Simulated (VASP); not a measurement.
Runs of VASP 6.6.1 on NbTc. The structure is that of space group Cmmm (No. 65), or close to it. The cells are those of the table. 

```tsv
task	cell	cutoff (eV)	gap on the mesh (eV)	pressure (GPa)
single point	a = 2.748, b = 2.748, c = 4.345 Å, angles 90.0, 90.0, 110.6°, 2 atoms	520	none	0.0
single point	a = 2.727, b = 2.727, c = 4.329 Å, angles 90.0, 90.0, 110.4°, 2 atoms	520	none	5.0
single point	a = 2.756, b = 2.756, c = 4.354 Å, angles 90.0, 90.0, 110.6°, 2 atoms	520	none	-2.0
relaxation of cell and atoms	relaxed from a = 2.797, b = 2.797, c = 4.414 Å, angles 90.0, 90.0, 110.5°, 2 atoms	600	none	0.0
single point	a = 2.708, b = 2.708, c = 4.311 Å, angles 90.0, 90.0, 110.3°, 2 atoms	520	none	10.0
single point	a = 2.739, b = 2.739, c = 4.340 Å, angles 90.0, 90.0, 110.5°, 2 atoms	520	none	(a)
relaxation of cell and atoms	relaxed to -2 GPa from a = 2.797, b = 2.797, c = 4.414 Å, angles 90.0, 90.0, 110.5°, 2 atoms	600	none	-2.0
```

Alike in all rows: level LDA; potentials or basis VASP PAW LDA potentials, release 64 (Nb_sv, Tc_pv); no spin polarisation; k mesh 11 × 11 × 7; smearing gaussian 0.1 eV.

Question: Fill in the values left out.

Answer: (a) 2.0.

Caveats: the cell stands under pressure (at least some runs); the cell is relaxed towards a set pressure, so the run minimises the enthalpy, not the energy (at least some runs).

A k mesh can miss the band edges, and the runs leave out spin-orbit coupling on Nb, Tc.

A gap of «none» marks levels without a gap at the run's occupations.
